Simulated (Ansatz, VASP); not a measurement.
# Two plane-wave programs on AgCl

```
Ag Cl
1.0
     0.00000    2.80602    2.80602
     2.80602    0.00000    2.80602
     2.80602    2.80602    0.00000
Ag Cl
1 1
Direct
  0.47006 0.52994 0.54490
  0.09109 0.90891 0.86337
```

Change from the starting cell: mode 4 frozen in at -0.639 Å and mode 5 at -0.128 Å (largest displacements).

Alike in both runs: task single point; functional PBE; k mesh 8 × 8 × 8; occupations gaussian, width 0.05 eV; no spin polarisation.

|  | VASP | Ansatz |
| --- | --- | --- |
| version | VASP 6.6.1 | Ansatz 0.2.0 |
| potentials or method | VASP PAW PBE potentials, release 64 (Ag, Cl), cutoff 520 eV | scalar-relativistic, plane waves, PAW |
| valence electrons in the cell | 18 | 26 |

VASP gave:

- gap on the k mesh at the Fermi level (eV): 1.41
- least direct gap on the mesh (eV): 1.78
- pressure (GPa): 21.3
- traceless stress, the component that is largest in VASP (GPa): 40.19
- rms of the force components (eV/Å): 4.777

Problem. What did Ansatz give for the same quantities?

Solution. gap on the k mesh at the Fermi level (eV): 1.40; least direct gap on the mesh (eV): 1.77; pressure (GPa): 21.7; traceless stress, the component that is largest in VASP (GPa): 40.68; rms of the force components (eV/Å): 4.840.

Atom by atom the forces differ by 0.063 eV/Å (rms over components). VASP's potentials hold 18 valence electrons a cell and Ansatz's 26, so a difference there can come from the potentials and not from the codes.
